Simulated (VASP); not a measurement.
# CuI (P4/nmm) in VASP: notebook

Runs on CuI. Level: LDA. Tasks: single point, relaxation of cell and atoms.

Program: VASP 6.6.1. These are calculated values, not measurements. Logs are shortened: lines on timing, memory, paths and dates and some standing lists are left out, and cuts for length are marked.

## (1) The cell of the first run

It takes space group P4/nmm (No. 129, tetragonal). Conventional cell: a = 3.957 Å, b = 3.957 Å, c = 6.175 Å, α = 90.00°, β = 90.00°, γ = 90.00°. Within 3.4 Å of Cu (site symmetry -4m2) lie 4 I at 2.59 Å and 4 Cu at 2.80 Å. Within 3.4 Å of I (site symmetry 4mm) lie 4 Cu at 2.59 Å.

## (2) Single point, LDA

The input, INCAR:

```
SYSTEM = CuI
PREC = Accurate
ENCUT = 520
EDIFF = 1E-6
ISMEAR = -1
SIGMA = 0.08
LREAL = .FALSE.
LASPH = .TRUE.
NELM = 60
ALGO = Normal
ISIF = 2
LWAVE = .FALSE.
LCHARG = .FALSE.
GGA = CA
NBANDS = 26
```

The input, KPOINTS:

```
Automatic mesh
0
G
  10 10 6
  0 0 0
```

The input, POSCAR:

```
CuI
1.0
    3.9573437280      0.0000000000      0.0000000000
    0.0000000000      3.9573437280      0.0000000000
    0.0000000000      0.0000000000      6.1745396428
Cu I
2 2
Direct
    0.0000000000      0.0000000000      0.0000000000
    0.5000000000      0.5000000000      0.0000000000
    0.0000000000      0.5000000000      0.2712697132
    0.5000000000      0.0000000000      0.7287302868
```

Potentials or basis: VASP PAW LDA potentials, release 64 (Cu, I).

Started as:

```
$ cat potpaw_LDA.64/Cu/POTCAR potpaw_LDA.64/I/POTCAR > POTCAR
$ mpirun -np 1 vasp_std > vasp.out
```

OUTCAR:

```text
SYSTEM = CuI
   PREC = Accurate
   ENCUT = 520
   EDIFF = 1E-6
   ISMEAR = -1
   LREAL = .FALSE.
   LASPH = .TRUE.
   NELM = 60
   ISIF = 2
   GGA = CA

 ion  position               nearest neighbor table
   1  0.000  0.000  0.000-   3 2.59   4 2.59   3 2.59   4 2.59
   2  0.500  0.500  0.000-   3 2.59   4 2.59   4 2.59   3 2.59
   3  0.000  0.500  0.271-   1 2.59   2 2.59   1 2.59   2 2.59
   4  0.500  0.000  0.729-   1 2.59   2 2.59   2 2.59   1 2.59

  LATTYP: Found a simple tetragonal cell.
 ALAT       =     3.9573437280
 C/A-ratio  =     1.5602737763

  Lattice vectors:

 A1 = (   3.9573437280,   0.0000000000,   0.0000000000)
 A2 = (   0.0000000000,   3.9573437280,   0.0000000000)
 A3 = (   0.0000000000,   0.0000000000,   6.1745396428)

Analysis of symmetry for initial positions (statically):
=====================================================================
 Subroutine PRICEL returns:
 Original cell was already a primitive cell.

 Routine SETGRP: Setting up the symmetry group for a
 simple tetragonal supercell.

 Subroutine GETGRP returns: Found 16 space group operations
 (whereof  8 operations were pure point group operations)
 out of a pool of 16 trial point group operations.

The static configuration has the point symmetry D_2d.
 The point group associated with its full space group is D_4h.

Analysis of symmetry for dynamics (positions and initial velocities):
=====================================================================
 Subroutine PRICEL returns:
 Original cell was already a primitive cell.

 Routine SETGRP: Setting up the symmetry group for a
 simple tetragonal supercell.

 Subroutine GETGRP returns: Found 16 space group operations
 (whereof  8 operations were pure point group operations)
 out of a pool of 16 trial point group operations.

The dynamic configuration has the point symmetry D_2d.
 The point group associated with its full space group is D_4h.

 Subroutine INISYM returns: Found 16 space group operations
 (whereof  8 operations are pure point group operations),
 and found     1 'primitive' translations

----------------------------------------------------------------------------------------

                                     Primitive cell

  volume of cell :      96.6968

  direct lattice vectors                    reciprocal lattice vectors
     3.957343728  0.000000000  0.000000000     0.252694754  0.000000000  0.000000000
     0.000000000  3.957343728  0.000000000     0.000000000  0.252694754  0.000000000
     0.000000000  0.000000000  6.174539643     0.000000000  0.000000000  0.161955394

  length of vectors
     3.957343728  3.957343728  6.174539643     0.252694754  0.252694754  0.161955394

  position of ions in fractional coordinates (direct lattice)
     0.000000000  0.000000000  0.000000000
     0.500000000  0.500000000  0.000000000
     0.000000000  0.500000000  0.271269713
     0.500000000  0.000000000  0.728730287

  ion indices of the primitive-cell ions
   primitive index   ion index
                 1           1
                 2           2
                 3           3
                 4           4

----------------------------------------------------------------------------------------

 KPOINTS: Automatic mesh

Automatic generation of k-mesh.
 Grid dimensions read from file:
 generate k-points for:   10   10    6

 Generating k-lattice:

  Cartesian coordinates                     Fractional coordinates (reciprocal lattice)
     0.025269475  0.000000000  0.000000000     0.100000000  0.000000000  0.000000000
     0.000000000  0.025269475  0.000000000     0.000000000  0.100000000  0.000000000
     0.000000000  0.000000000  0.026992566     0.000000000  0.000000000  0.166666667

  Length of vectors
     0.025269475  0.025269475  0.026992566

  Shift w.r.t. Gamma in fractional coordinates (k-lattice)
     0.000000000  0.000000000  0.000000000

 Subroutine IBZKPT returns following result:
 ===========================================

 Found     84 irreducible k-points:

 Following reciprocal coordinates:
            Coordinates               Weight
  0.000000  0.000000  0.000000      1.000000
  0.100000  0.000000  0.000000      4.000000
  0.200000  0.000000  0.000000      4.000000
  0.300000  0.000000  0.000000      4.000000
  0.400000  0.000000  0.000000      4.000000
  0.500000  0.000000  0.000000      2.000000
[... 16 lines left out ...]
  0.100000  0.000000  0.166667      8.000000
  0.200000  0.000000  0.166667      8.000000
 [... further k-points ...]
   k-points           NKPTS =     84   k-points in BZ     NKDIM =     84   number of bands    NBANDS=     26
   number of dos      NEDOS =    301   number of ions     NIONS =      4
   total plane-waves  NPLWV =  43200
   dimension x,y,z NGX =    30 NGY =   30 NGZ =   48
   dimension x,y,z NGXF=    60 NGYF=   60 NGZF=   96
   ions per type =               2   2
   NGX,Y,Z   is equivalent  to a cutoff of  12.60, 12.60, 12.92 a.u.
   NGXF,Y,Z  is equivalent  to a cutoff of  25.21, 25.21, 25.85 a.u.
 SYSTEM =  CuI
   PREC   = accura    normal or accurate (medium, high low for compatibility)
   ISTART =      0    job   : 0-new  1-cont  2-samecut
   ICHARG =      2    charge: 1-file 2-atom 10-const
   ISPIN  =      1    spin polarized calculation?
   LNONCOLLINEAR =      F non collinear calculations
   LSORBIT =      F    spin-orbit coupling
   LASPH  =      T    aspherical Exc in radial PAW
   ENCUT  =  520.0 eV  38.22 Ry    6.18 a.u.   7.36  7.36 11.48*2*pi/ulx,y,z
   NELM   =     60;   NELMIN=  2; NELMDL= -5     # of ELM steps
   EDIFF  = 0.1E-05   stopping-criterion for ELM
   LREAL  =      F    real-space projection
   EDIFFG = 0.1E-04   stopping-criterion for IOM
   NSW    =      0    number of steps for IOM
   IBRION =     -1    ionic relax: 0-MD 1-quasi-New 2-CG
   NFREE  =      0    steps in history (QN), initial steepest desc. (CG)
   ISIF   =      2    stress and relaxation
   ISYM   =      2    0-nonsym 1-usesym 2-fastsym
   POTIM  = 0.5000    time-step for ionic-motion
   TEBEG  =    0.0;   TEEND  =   0.0 temperature during run
   PSTRESS=    0.0 pullay stress
   NELECT =      36.0000    total number of electrons
   NUPDOWN=      -1.0000    fix difference up-down
   EMIN   =  10.00;   EMAX   =-10.00  energy-range for DOS
   EFERMI =   0.00;   METHOD = LEGACY
   ISMEAR =    -1;   SIGMA  =   0.08  broadening in eV -4-tet -1-fermi 0-gaus
   EFERMI_NEDOS =   21; number of points for ismear=-14 and -15
   IALGO  =     38    algorithm
   IMIX   =      4    mixing-type and parameters
     AMIX     =   0.40;   BMIX     =  1.00
     AMIX_MAG =   1.60;   BMIX_MAG =  1.00
  volume/ion in A,a.u.               =      24.17       163.14
  Fermi-wavevector in a.u.,A,eV,Ry     =   1.177710  2.225549 18.871286  1.387000
  Thomas-Fermi vector in A             =   2.314052
   LORBIT       =      0    0 simple, 1 ext, 2 COOP (PROOUT), +10 PAW based schemes
   GGA     = CA    functional components
   LHFCALC =     F    Hartree Fock is set to
   AEXX    =    0.0000 exact exchange contribution
   IVDW    =     0    specifies the selected vdW correction
   LEPSILON=     F    determine dielectric tensor
   LRPA    =     F    only Hartree local field effects (RPA)
 non-spin polarized calculation
  energy-cutoff  :      520.00
  volume of cell :       96.70
 maximum number of plane-waves:      2647
 NGX is ok and might be reduce to    30
   NGX = 15   NGY = 15   NGZ = 23

 number of electron      36.0000032 magnetization

 Free energy of the ion-electron system (eV)
  ---------------------------------------------------
  ext. energy  EPLUGINS =         0.00000000
  ---------------------------------------------------
  free energy    TOTEN  =       -13.94635935 eV

  energy without entropy =      -13.94635780  energy(sigma->0) =      -13.94635857

 E-fermi :   6.5083     XC(G=0):  -9.9796

 val. band max:        5.6506739567   @ k =   0.0000   0.0000   0.0000
 cond. band min:       7.1739835600   @ k =   0.0000   0.0000   0.0000
 fundamental gap:      1.5233096033
 Fermi energy:         6.5083401213

 k-point     1 :       0.0000    0.0000    0.0000
  band No.  band energies     occupation
      1      -8.8466      2.00000
      2      -7.8816      2.00000
      3      -0.8480      2.00000
      4       1.4649      2.00000
      5       1.6456      2.00000
      6       1.6456      2.00000
[... 18 lines left out ...]
     25      14.0684      0.00000
     26      14.3849      0.00000

 k-point     2 :       0.1000    0.0000    0.0000
  band No.  band energies     occupation
      1      -8.7989      2.00000
      2      -7.8711      2.00000
      3      -0.7692      2.00000
      4       1.4703      2.00000
      5       1.5199      2.00000
      6       1.6586      2.00000
[... 18 lines left out ...]
     25      14.4102      0.00000
     26      14.4380      0.00000

 k-point     3 :       0.2000    0.0000    0.0000
  band No.  band energies     occupation
      1      -8.6635      2.00000
      2      -7.8506      2.00000
      3      -0.5392      2.00000
      4       1.1741      2.00000
      5       1.1767      2.00000
      6       1.5295      2.00000
[... 18 lines left out ...]
     25      14.0301      0.00000
     26      14.2005      0.00000

 k-point     4 :       0.3000    0.0000    0.0000
  band No.  band energies     occupation
      1      -8.4639      2.00000
      2      -7.8496      2.00000
      3      -0.1855      2.00000
      4       0.5699      2.00000
      5       0.7288      2.00000
      6       1.4731      2.00000
[... 18 lines left out ...]
     25      13.0619      0.00000
     26      13.3648      0.00000
[... 496 lines left out ...]
      1      -8.7944      2.00000
      2      -7.9578      2.00000
      3      -0.6914      2.00000
      4       1.3247      2.00000
      5       1.5887      2.00000
      6       1.5887      2.00000
[... 18 lines left out ...]
     25      13.0792      0.00000
     26      14.5443      0.00000

 k-point    23 :       0.1000    0.0000    0.1667
  band No.  band energies     occupation
      1      -8.7482      2.00000
      2      -7.9436      2.00000
      3      -0.6275      2.00000
      4       1.2718      2.00000
      5       1.5066      2.00000
      6       1.6049      2.00000
[... 18 lines left out ...]
     25      13.1646      0.00000
     26      14.5111      0.00000

 k-point    24 :       0.2000    0.0000    0.1667
  band No.  band energies     occupation
      1      -8.6176      2.00000
      2      -7.9118      2.00000
      3      -0.4556      2.00000
      4       0.9878      2.00000
      5       1.2266      2.00000
      6       1.6161      2.00000
[... 18 lines left out ...]
     25      13.1396      0.00000
     26      14.1219      0.00000

 [... further k-points ...]

------------------------ aborting loop because EDIFF is reached ----------------------------------------

  FORCE on cell =-STRESS in cart. coord.  units (eV):
  Direction    XX          YY          ZZ          XY          YZ          ZX
  --------------------------------------------------------------------------------------
  -------------------------------------------------------------------------------------
  Total        0.1644097      0.1644097      0.1403765      0.0000000      0.0000000     -0.0000000
  in kB        2.7241174      2.7241174      2.3259101      0.0000000      0.0000000     -0.0000000
  external PRESSURE =       2.5913816 kB  Pullay stress =       0.0000000 kB

 VOLUME and BASIS-vectors are now :
 -----------------------------------------------------------------------------
  energy-cutoff  :      520.00
  volume of cell :       96.70
      direct lattice vectors                 reciprocal lattice vectors
     3.957343728  0.000000000  0.000000000     0.252694754  0.000000000  0.000000000
     0.000000000  3.957343728  0.000000000     0.000000000  0.252694754  0.000000000
     0.000000000  0.000000000  6.174539643     0.000000000  0.000000000  0.161955394

 POSITION                                       TOTAL-FORCE (eV/Angst)
 -----------------------------------------------------------------------------------
      0.00000      0.00000      0.00000         0.000000      0.000000      0.000000
      1.97867      1.97867      0.00000        -0.000000     -0.000000      0.000000
      0.00000      1.97867      1.67497         0.000000      0.000000      0.017354
      1.97867      0.00000      4.49957         0.000000      0.000000     -0.017354
 -----------------------------------------------------------------------------------
    total drift:                                0.000000      0.000000     -0.000000

  FREE ENERGIE OF THE ION-ELECTRON SYSTEM (eV)
  ---------------------------------------------------
  free  energy   TOTEN  =       -13.9463593465 eV

  energy  without entropy=      -13.9463578026  energy(sigma->0) =      -13.94635857
```

It took 85 s on 1 thread of Intel Xeon 6975P-C (Granite Rapids), shared host; peak memory 0.3 GiB.

Results:

```yaml
Free_energy: -13.9464 eV
Pressure: 0.3 GPa
Largest_force: 0.017 eV/Å
Band_gap_on_the_k_mesh: 1.52 eV
```

Forces on the atoms (eV/Å):
```
Cu   0.000  0.000  0.000
Cu   0.000  0.000  0.000
I    0.000  0.000  0.017
I    0.000  0.000 -0.017
```

Caveat: spin-orbit coupling is left out, which moves the levels of the heavy elements. A k mesh can miss the band edges.

(Continued in part 2 of 2.)
